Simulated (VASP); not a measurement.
Here is a VASP 6.6.1 calculation.

The input INCAR:

```
PREC     = Accurate       # precision mode
ENCUT    = 520            # plane-wave cutoff, eV
EDIFF    = 1E-6           # SCF threshold, eV
ISMEAR   = -1             # smearing method
SIGMA    = 0.02           # smearing width, eV
LREAL    = F              # projectors in reciprocal space
LASPH    = T              # aspherical terms in the spheres
NELM     = 100            # most SCF steps
ALGO     = Normal         # electronic algorithm
ISIF     = 2              # what is computed and relaxed
LWAVE    = F              # write WAVECAR
LCHARG   = F              # write CHGCAR
GGA      = PE             # functional
NBANDS   = 21             # bands
```

The input KPOINTS:

```
Automatic mesh
0
Gamma
  6 6 4
```

Contents of POSCAR:

```
BiB2Sb
1.0
    3.8128961700      0.0000000000      0.0000000000
    0.0000000000      3.8128961700      0.0000000000
    0.0000000000      0.0000000000      5.3904024404
Sb B Bi
1 2 1
Direct
    0.0000000000      0.0000000000      0.0000000000
    0.0000000000      0.5000000000      0.7619823678
    0.5000000000      0.0000000000      0.2380176322
    0.5000000000      0.5000000000      0.5000000000
```

Potentials or basis: VASP PAW PBE potentials, release 64 (Sb, B, Bi_d).

Launch:

```bash
$ cat potpaw_PBE.64/Sb/POTCAR potpaw_PBE.64/B/POTCAR potpaw_PBE.64/Bi_d/POTCAR > POTCAR
$ mpirun -np 1 vasp_std > vasp.out
```

What does it give for the largest force?

0.042 eV/Å.

Predict the band gap on the k mesh.

0.62 eV (least direct gap 0.85 eV).

What does it give for the pressure?

0.2 GPa.

Forces on the atoms (eV/Å):
```
Sb   0.000  0.000  0.000
B    0.000  0.000 -0.042
B    0.000  0.000  0.042
Bi   0.000  0.000  0.000
```

Caveat: spin-orbit coupling is left out, which moves the levels of the heavy elements. A k mesh can miss the band edges.
